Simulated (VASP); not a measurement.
A run of VASP 6.6.1:

INCAR

```
PREC = Accurate
ENCUT = 520
EDIFF = 1E-7
ISMEAR = 0
SIGMA = 0.1
LREAL = False
LASPH = True
NELM = 100
ALGO = Fast
ISIF = 2
LWAVE = False
LCHARG = False
GGA = PE
NBANDS = 36
```

File KPOINTS:

```
regular mesh
0
Gamma
  4 4 4
```

Contents of POSCAR:

```
Al4NiPd3
1.0
   -3.0373203000      3.0373203000      3.0373203000
    3.0373203000     -3.0373203000      3.0373203000
    3.0373203000      3.0373203000     -3.0373203000
Al Ni Pd
4 1 3
Direct
    0.5000000000      0.5000000000      0.5000000000
    0.0000000000      0.5000000000      0.0000000000
    0.5000000000      0.0000000000      0.0000000000
    0.0000000000      0.0000000000      0.5000000000
    0.0000000000      0.0000000000      0.0000000000
    0.5000000000      0.0000000000      0.5000000000
    0.0000000000      0.5000000000      0.5000000000
    0.5000000000      0.5000000000      0.0000000000
```

Potentials or basis: VASP PAW PBE potentials, release 64 (Al, Ni, Pd).

Run with:

```bash
$ cat potpaw_PBE.64/Al/POTCAR potpaw_PBE.64/Ni/POTCAR potpaw_PBE.64/Pd/POTCAR > POTCAR
$ mpirun -np 1 vasp_std > vasp.out
```

Hardware: 1 thread of AMD EPYC 7R43 64-Core Processor (Zen 3) (shared host).

Task: Estimate the wall time of this run.

Result: Run time: 51 s on 1 thread of AMD EPYC 7R43 64-Core Processor (Zen 3) (shared host), peak memory 0.21 GiB. Counts: scf iterations 19, k points 8.
